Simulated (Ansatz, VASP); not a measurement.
**Two plane-wave programs on Al3N**

```
Al N
1.0
     2.74890    0.00000    0.00000
     0.00000    2.74890    0.00000
     0.00000    0.00000    6.60871
Al N
3 1
Cartesian
  1.3745 1.3745 5.3538
  0.0000 0.0000 3.3044
  1.3745 1.3745 1.2549
  0.0000 0.0000 0.0000
```

Change from the starting cell: species swapped into the Dy3Mg type (P4/mmm, No. 123).

Alike in both runs: functional PBE; k mesh 6 × 6 × 3; occupations gaussian, width 0.2 eV; no spin polarisation.

Ansatz relaxed the structure, and its values are those at the end. VASP's run is a single point on that final structure, the one shown.

|  | VASP | Ansatz |
| --- | --- | --- |
| version | VASP 6.6.1 | Ansatz 0.2.0 |
| potentials or method | VASP PAW PBE potentials, release 64 (Al, N), cutoff 600 eV | scalar-relativistic, plane waves, PAW |
| valence electrons in the cell | 14 | 14 |

VASP gave:

```
gap on the k mesh at the Fermi level (eV) : none
pressure (GPa)                            : -0.4
```

What did Ansatz give for the same quantities?

gap on the k mesh at the Fermi level (eV): none; pressure (GPa): -0.3.

A gap of «none» marks a metal or a gap that the smearing closes.

The k mesh is coarse, so the values compare programs but aren't converged.
